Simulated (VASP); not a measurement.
Set up this calculation in VASP 6.6.1, as the native input.

```
Task                   : single point
Functional             : PBEsol
Potentials or basis    : VASP PAW PBE potentials, release 64 (Sn_d, O)
Cutoff                 : 520 eV
k mesh                 : 6 × 6 × 8
Occupations            : gaussian, width 0.05 eV
Spin                   : no spin polarisation
Dipole correction      : no
Further INCAR settings : ALGO = Normal; EDIFF = 1e-07; NBANDS = 35
```

The structure of SnO2 lies in POSCAR:

```
SnO2
1.0
    4.7687243422      0.0000000000      0.0000000000
    0.0000000000      4.7687243422      0.0000000000
    0.0000000000      0.0000000000      3.2113691866
Sn O
2 4
Direct
    0.0000000000      0.0000000000      0.0000000000
    0.5000000000      0.5000000000      0.5000000000
    0.2841301969      0.3284659379      0.0000000000
    0.2158698031      0.8284659379      0.5000000000
    0.7158698031      0.6715340621      0.0000000000
    0.7841301969      0.1715340621      0.5000000000
```

This cell differs from its parent crystal: atoms displaced along a vibrational mode.

One way to write it, as run:

INCAR

```
SYSTEM = SnO2
ALGO = Normal
EDIFF = 1E-7
ENCUT = 520
GGA = PS
ISIF = 2
ISMEAR = 0
LASPH = .True.
LCHARG = .True.
LELF = .True.
LREAL = .False.
LVHAR = .True.
LWAVE = .False.
NBANDS = 35
NELM = 100
PREC = Accurate
SIGMA = 0.05
```

KPOINTS

```
k-points
0
Gamma
  6 6 8
  0 0 0
```

Potentials or basis: VASP PAW PBE potentials, release 64 (Sn_d, O).

Command:

```bash
$ cat potpaw_PBE.64/Sn_d/POTCAR potpaw_PBE.64/O/POTCAR > POTCAR
$ mpirun -np 1 vasp_std > vasp.out
```

It gave:

The pressure is -0.3 GPa, the largest force is 0.121 eV/Å and the band gap on the k mesh is 1.10 eV.

Caveat: the cell differs from its parent crystal (atoms displaced along a vibrational mode); the PAW data sets were made with another functional, which shifts forces and pressure a little; spin-orbit coupling is left out, which moves the levels of the heavy elements.

It took 2.6 min on 1 thread of Intel Xeon 8259CL (shared host), peak memory 0.28 GiB.
